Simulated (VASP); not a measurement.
# P (Im-3m) in VASP: further runs

The runs below take P through single point, with LDA.

All numbers are computed with VASP 6.6.1; they aren't measurements. Logs are shortened: lines on timing, memory, paths and dates and some standing lists are left out, and cuts for length are marked.

### Step 1. The cell of the first run

It takes space group Im-3m (No. 229, cubic). Conventional cell: a = 2.644 Å, b = 2.644 Å, c = 2.644 Å, α = 90.00°, β = 90.00°, γ = 90.00°. Within 3.0 Å of P (site symmetry m-3m) lie 14 P at 2.29 to 2.64 Å.

### Step 2. Single point, LDA (volume scaled by 0.68)

The input, INCAR:

```
SYSTEM = P
ALGO = Normal
EDIFF = 1E-6
ENCUT = 520
GGA = CA
ISIF = 2
ISMEAR = -1
LASPH = .True.
LCHARG = .False.
LREAL = .False.
LWAVE = .False.
NBANDS = 8
NELM = 80
PREC = Accurate
SIGMA = 0.05
```

The input, KPOINTS:

```
k-points
0
Gamma
  17 17 17
  0 0 0
```

The input, POSCAR:

```
P
1.0
   -1.3219107762      1.3219107762      1.3219107762
    1.3219107762     -1.3219107762      1.3219107762
    1.3219107762      1.3219107762     -1.3219107762
P
1
Direct
    0.0000000000      0.0000000000      0.0000000000
```

Potentials or basis: VASP PAW LDA potentials, release 64 (P).

On the command line:

```console
> cat potpaw_LDA.64/P/POTCAR > POTCAR
> mpirun -np 1 vasp_std > vasp.out
```

OUTCAR:

```text
SYSTEM = P
   EDIFF = 1E-6
   ENCUT = 520
   GGA = CA
   ISIF = 2
   ISMEAR = -1
   LASPH = .True.
   LREAL = .False.
   NELM = 80
   PREC = Accurate

 ion  position               nearest neighbor table
   1  0.000  0.000  0.000-

  LATTYP: Found a body centered cubic cell.
 ALAT       =     2.6438215524

  Lattice vectors:

 A1 = (  -1.3219107762,   1.3219107762,   1.3219107762)
 A2 = (   1.3219107762,  -1.3219107762,   1.3219107762)
 A3 = (   1.3219107762,   1.3219107762,  -1.3219107762)

Analysis of symmetry for initial positions (statically):
=====================================================================
 Subroutine PRICEL returns:
 Original cell was already a primitive cell.

 Routine SETGRP: Setting up the symmetry group for a
 body centered cubic supercell.

 Subroutine GETGRP returns: Found 48 space group operations
 (whereof 48 operations were pure point group operations)
 out of a pool of 48 trial point group operations.

The static configuration has the point symmetry O_h .

Analysis of symmetry for dynamics (positions and initial velocities):
=====================================================================
 Subroutine PRICEL returns:
 Original cell was already a primitive cell.

 Routine SETGRP: Setting up the symmetry group for a
 body centered cubic supercell.

 Subroutine GETGRP returns: Found 48 space group operations
 (whereof 48 operations were pure point group operations)
 out of a pool of 48 trial point group operations.

The dynamic configuration has the point symmetry O_h .

 Subroutine INISYM returns: Found 48 space group operations
 (whereof 48 operations are pure point group operations),
 and found     1 'primitive' translations

----------------------------------------------------------------------------------------

                                     Primitive cell

  volume of cell :       9.2399

  direct lattice vectors                    reciprocal lattice vectors
    -1.321910776  1.321910776  1.321910776     0.000000000  0.378240354  0.378240354
     1.321910776 -1.321910776  1.321910776     0.378240354  0.000000000  0.378240354
     1.321910776  1.321910776 -1.321910776     0.378240354  0.378240354  0.000000000

  length of vectors
     2.289616627  2.289616627  2.289616627     0.534912639  0.534912639  0.534912639

  position of ions in fractional coordinates (direct lattice)
     0.000000000  0.000000000  0.000000000

  ion indices of the primitive-cell ions
   primitive index   ion index
                 1           1

----------------------------------------------------------------------------------------

 KPOINTS: k-points

Automatic generation of k-mesh.
 Grid dimensions read from file:
 generate k-points for:   17   17   17

 Generating k-lattice:

  Cartesian coordinates                     Fractional coordinates (reciprocal lattice)
     0.000000000  0.022249433  0.022249433     0.058823529  0.000000000  0.000000000
     0.022249433  0.000000000  0.022249433     0.000000000  0.058823529  0.000000000
     0.022249433  0.022249433  0.000000000     0.000000000  0.000000000  0.058823529

  Length of vectors
     0.031465449  0.031465449  0.031465449

  Shift w.r.t. Gamma in fractional coordinates (k-lattice)
     0.000000000  0.000000000  0.000000000

 Subroutine IBZKPT returns following result:
 ===========================================

 Found    165 irreducible k-points:

 Following reciprocal coordinates:
            Coordinates               Weight
  0.000000  0.000000  0.000000      1.000000
  0.058824  0.000000  0.000000     12.000000
  0.117647  0.000000  0.000000     12.000000
  0.176471  0.000000  0.000000     12.000000
  0.235294  0.000000  0.000000     12.000000
  0.294118  0.000000  0.000000     12.000000
[... 16 lines left out ...]
  0.411765  0.117647  0.000000     48.000000
  0.176471  0.176471  0.000000     24.000000
 [... further k-points ...]
   k-points           NKPTS =    165   k-points in BZ     NKDIM =    165   number of bands    NBANDS=      8
   number of dos      NEDOS =    301   number of ions     NIONS =      1
   total plane-waves  NPLWV =   5832
   dimension x,y,z NGX =    18 NGY =   18 NGZ =   18
   dimension x,y,z NGXF=    36 NGYF=   36 NGZF=   36
   ions per type =               1
   NGX,Y,Z   is equivalent  to a cutoff of  13.07, 13.07, 13.07 a.u.
   NGXF,Y,Z  is equivalent  to a cutoff of  26.14, 26.14, 26.14 a.u.
 SYSTEM =  P
   PREC   = accura    normal or accurate (medium, high low for compatibility)
   ISTART =      0    job   : 0-new  1-cont  2-samecut
   ICHARG =      2    charge: 1-file 2-atom 10-const
   ISPIN  =      1    spin polarized calculation?
   LNONCOLLINEAR =      F non collinear calculations
   LSORBIT =      F    spin-orbit coupling
   LASPH  =      T    aspherical Exc in radial PAW
   ENCUT  =  520.0 eV  38.22 Ry    6.18 a.u.   4.26  4.26  4.26*2*pi/ulx,y,z
   NELM   =     80;   NELMIN=  2; NELMDL= -5     # of ELM steps
   EDIFF  = 0.1E-05   stopping-criterion for ELM
   LREAL  =      F    real-space projection
   EDIFFG = 0.1E-04   stopping-criterion for IOM
   NSW    =      0    number of steps for IOM
   IBRION =     -1    ionic relax: 0-MD 1-quasi-New 2-CG
   NFREE  =      0    steps in history (QN), initial steepest desc. (CG)
   ISIF   =      2    stress and relaxation
   ISYM   =      2    0-nonsym 1-usesym 2-fastsym
   POTIM  = 0.5000    time-step for ionic-motion
   TEBEG  =    0.0;   TEEND  =   0.0 temperature during run
   PSTRESS=    0.0 pullay stress
   NELECT =       5.0000    total number of electrons
   NUPDOWN=      -1.0000    fix difference up-down
   EMIN   =  10.00;   EMAX   =-10.00  energy-range for DOS
   EFERMI =   0.00;   METHOD = LEGACY
   ISMEAR =    -1;   SIGMA  =   0.05  broadening in eV -4-tet -1-fermi 0-gaus
   EFERMI_NEDOS =   21; number of points for ismear=-14 and -15
   IALGO  =     38    algorithm
   IMIX   =      4    mixing-type and parameters
     AMIX     =   0.40;   BMIX     =  1.00
     AMIX_MAG =   1.60;   BMIX_MAG =  1.00
  volume/ion in A,a.u.               =       9.24        62.35
  Fermi-wavevector in a.u.,A,eV,Ry     =   1.334062  2.521012 24.214581  1.779722
  Thomas-Fermi vector in A             =   2.462872
   LORBIT       =      0    0 simple, 1 ext, 2 COOP (PROOUT), +10 PAW based schemes
   GGA     = CA    functional components
   LHFCALC =     F    Hartree Fock is set to
   AEXX    =    0.0000 exact exchange contribution
   IVDW    =     0    specifies the selected vdW correction
   LEPSILON=     F    determine dielectric tensor
   LRPA    =     F    only Hartree local field effects (RPA)
 non-spin polarized calculation
  energy-cutoff  :      520.00
  volume of cell :        9.24
 maximum number of plane-waves:       256
 NGX is ok and might be reduce to    18
   NGX =  9   NGY =  9   NGZ =  9

 number of electron       5.0000000 magnetization

 Free energy of the ion-electron system (eV)
  ---------------------------------------------------
  ext. energy  EPLUGINS =         0.00000000
  ---------------------------------------------------
  free energy    TOTEN  =        -4.59717533 eV

  energy without entropy =       -4.59337819  energy(sigma->0) =       -4.59527676

 E-fermi :  17.4692     XC(G=0): -13.5725

 val. band max:       17.4292913817   @ k =  -0.2353   0.2941   0.1176
 cond. band min:      17.4701681875   @ k =   0.1765   0.1765   0.1176
 fundamental gap:      0.0408768058
 Fermi energy:        17.4691884870

 k-point     1 :       0.0000    0.0000    0.0000
  band No.  band energies     occupation
      1      -4.3432      2.00000
      2      29.8186      0.00000
      3      29.8186      0.00000
      4      29.8186      0.00000
      5      30.6773      0.00000
      6      30.6773      0.00000
      7      30.6773      0.00000
      8      35.8877      0.00000

 k-point     2 :       0.0588    0.0000    0.0000
  band No.  band energies     occupation
      1      -4.2018      2.00000
      2      27.8287      0.00000
      3      28.3098      0.00000
      4      29.6089      0.00000
      5      30.2219      0.00000
      6      31.8832      0.00000
      7      32.4290      0.00000
      8      34.8589      0.00000

 k-point     3 :       0.1176    0.0000    0.0000
  band No.  band energies     occupation
      1      -3.7783      2.00000
      2      24.8526      0.00000
      3      26.6826      0.00000
      4      29.0308      0.00000
      5      29.1544      0.00000
      6      32.1518      0.00000
      7      34.3519      0.00000
      8      34.7814      0.00000

 k-point     4 :       0.1765    0.0000    0.0000
  band No.  band energies     occupation
      1      -3.0741      2.00000
      2      21.5861      0.00000
      3      25.2825      0.00000
      4      27.9138      0.00000
      5      28.2334      0.00000
      6      31.1790      0.00000
      7      35.2938      0.00000
      8      35.8992      0.00000

 k-point     5 :       0.2353    0.0000    0.0000
  band No.  band energies     occupation
      1      -2.0918      2.00000
      2      18.3043      0.00000
      3      24.1185      0.00000
      4      26.7409      0.00000
      5      27.3911      0.00000
      6      30.1680      0.00000
      7      36.4951      0.00000
      8      36.5594      0.00000
[... 177 lines left out ...]
 k-point    22 :       0.3529    0.1176   -0.0000
  band No.  band energies     occupation
      1       2.8949      2.00000
      2       9.7789      2.00000
      3      18.4427      0.00000
      4      22.6595      0.00000
      5      28.2668      0.00000
      6      31.6495      0.00000
      7      37.5180      0.00000
      8      41.6619      0.00000

 k-point    23 :       0.4118    0.1176    0.0000
  band No.  band energies     occupation
      1       4.9405      2.00000
      2       7.2415      2.00000
      3      18.1922      0.00000
      4      22.4198      0.00000
      5      28.0365      0.00000
      6      31.5475      0.00000
      7      38.9450      0.00000
      8      40.7445      0.00000

 k-point    24 :       0.1765    0.1765    0.0000
  band No.  band energies     occupation
      1      -0.5567      2.00000
      2      17.5015      0.68766
      3      17.5587      0.28604
      4      23.7557      0.00000
      5      30.5709      0.00000
      6      31.5709      0.00000
      7      36.6594      0.00000
      8      38.1895      0.00000

 [... further k-points ...]

------------------------ aborting loop because EDIFF is reached ----------------------------------------

  FORCE on cell =-STRESS in cart. coord.  units (eV):
  Direction    XX          YY          ZZ          XY          YZ          ZX
  --------------------------------------------------------------------------------------
  -------------------------------------------------------------------------------------
  Total        5.1914950      5.1914950      5.1914950     -0.0000000      0.0000000     -0.0000000
  in kB      900.1950174    900.1950174    900.1950174     -0.0000000      0.0000000     -0.0000000
  external PRESSURE =     900.1950174 kB  Pullay stress =       0.0000000 kB

 VOLUME and BASIS-vectors are now :
 -----------------------------------------------------------------------------
  energy-cutoff  :      520.00
  volume of cell :        9.24
      direct lattice vectors                 reciprocal lattice vectors
    -1.321910776  1.321910776  1.321910776     0.000000000  0.378240354  0.378240354
     1.321910776 -1.321910776  1.321910776     0.378240354  0.000000000  0.378240354
     1.321910776  1.321910776 -1.321910776     0.378240354  0.378240354  0.000000000

 POSITION                                       TOTAL-FORCE (eV/Angst)
 -----------------------------------------------------------------------------------
      0.00000      0.00000      0.00000         0.000000      0.000000      0.000000
 -----------------------------------------------------------------------------------
    total drift:                                0.000000      0.000000     -0.000000

  FREE ENERGIE OF THE ION-ELECTRON SYSTEM (eV)
  ---------------------------------------------------
  free  energy   TOTEN  =        -4.5971753260 eV

  energy  without entropy=       -4.5933781941  energy(sigma->0) =       -4.59527676
```

Run time: 5.1 s. Hardware: 1 thread of Intel Xeon Platinum 8488C (Sapphire Rapids), shared host; peak memory 0.12 GiB.

What came out:

```yaml
Free_energy: -4.5972 eV
Pressure: 90.0 GPa
```

### Step 3. Single point, LDA (volume scaled by 0.76)

The input, INCAR:

```
SYSTEM = P
ALGO = Normal
EDIFF = 1E-7
ENCUT = 520
GGA = CA
ISIF = 2
ISMEAR = -1
LASPH = .TRUE.
LCHARG = .TRUE.
LELF = .TRUE.
LREAL = .FALSE.
LVHAR = .TRUE.
LWAVE = .FALSE.
NBANDS = 8
NELM = 80
PREC = Accurate
SIGMA = 0.05
```

The input, KPOINTS:

```
k-points
0
G
  17 17 17
  0 0 0
```

The input, POSCAR:

```
P
1.0
   -1.3718407613      1.3718407613      1.3718407613
    1.3718407613     -1.3718407613      1.3718407613
    1.3718407613      1.3718407613     -1.3718407613
P
1
Direct
    0.0000000000      0.0000000000      0.0000000000
```

Potentials or basis: VASP PAW LDA potentials, release 64 (P).

On the command line:

```console
> cat potpaw_LDA.64/P/POTCAR > POTCAR
> mpirun -np 1 vasp_std > vasp.out
```

Wall time 5.9 s (1 thread of Intel Xeon Platinum 8488C (Sapphire Rapids), shared host); peak memory 0.11 GiB.

Results (log left out):

```yaml
Free_energy: -5.0664 eV
Pressure: 51.5 GPa
```

Levels at points of the mesh, in eV from the Fermi level:
| k point | band 1 | band 2 | band 3 | band 4 | band 5 | band 6 |
| --- | --- | --- | --- | --- | --- | --- |
| (0.00, 0.00, 0.00) | -20.23 | 10.76 | 10.76 | 10.76 | 12.90 | 12.90 |

### Step 4. Single point, LDA (volume scaled by 0.84)

The input, INCAR:

```
SYSTEM = P
PREC = Accurate
ENCUT = 520
EDIFF = 1E-7
ISMEAR = -1
SIGMA = 0.05
LREAL = .FALSE.
LASPH = .TRUE.
NELM = 100
ALGO = Normal
ISIF = 2
LWAVE = .FALSE.
LCHARG = .TRUE.
GGA = CA
LELF = .TRUE.
LVHAR = .TRUE.
NBANDS = 8
```

The input, KPOINTS:

```
regular mesh
0
G
  17 17 17
  0 0 0
```

The input, POSCAR:

```
P
1.0
   -1.4183789177      1.4183789177      1.4183789177
    1.4183789177     -1.4183789177      1.4183789177
    1.4183789177      1.4183789177     -1.4183789177
P
1
Direct
    0.0000000000      0.0000000000      0.0000000000
```

On the command line:

```console
> cat potpaw_LDA.64/P/POTCAR > POTCAR
> mpirun -np 1 vasp_std > vasp.out
```

Wall time 5.7 s (1 thread of Intel Xeon Platinum 8488C (Sapphire Rapids), shared host); peak memory 0.12 GiB.

The run converged. Its results:

```
Free energy : -5.3247 eV
Pressure    : 26.2 GPa
```

Levels at points of the mesh, in eV from the Fermi level:
```csv
k point,band 1,band 2,band 3,band 4,band 5,band 6,band 7
"(0.00, 0.00, 0.00)",-18.92,9.47,9.47,9.47,12.62,12.62,12.62
```

[end of part 1 of 2]
